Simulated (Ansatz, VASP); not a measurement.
# One calculation of Ba, two programs

```
Ba
1.0
     7.06865    0.00000    0.00000
    -3.53433    6.12163    0.00000
     0.00000    0.00000    4.33308
Ba
3
Direct
  0.00000 0.00000 0.00000
  0.33333 0.66667 0.50000
  0.66667 0.33333 0.50000
```

Alike in both runs: task relaxation of cell and atoms; functional RPBE; k mesh 5 × 5 × 7; occupations fermi-dirac, width 0.1 eV; no spin polarisation.

|  | VASP | Ansatz |
| --- | --- | --- |
| version | VASP 6.6.1 | Ansatz 0.2.0 |
| potentials or method | VASP PAW PBE potentials, release 64 (Ba_sv), cutoff 600 eV | plane waves (420 eV) with PAW, scalar-relativistic |
| valence electrons in the cell | 30 | 30 |

```tsv
	VASP	Ansatz	Ansatz less VASP
relaxed volume (Å³/atom)	69.89	69.61	-0.278
relaxed cell length with the largest relative difference (Å)	4.412	4.399	-0.0130
```

VASP's potentials were made for PBE, not for RPBE.

Spin-orbit coupling is off throughout.
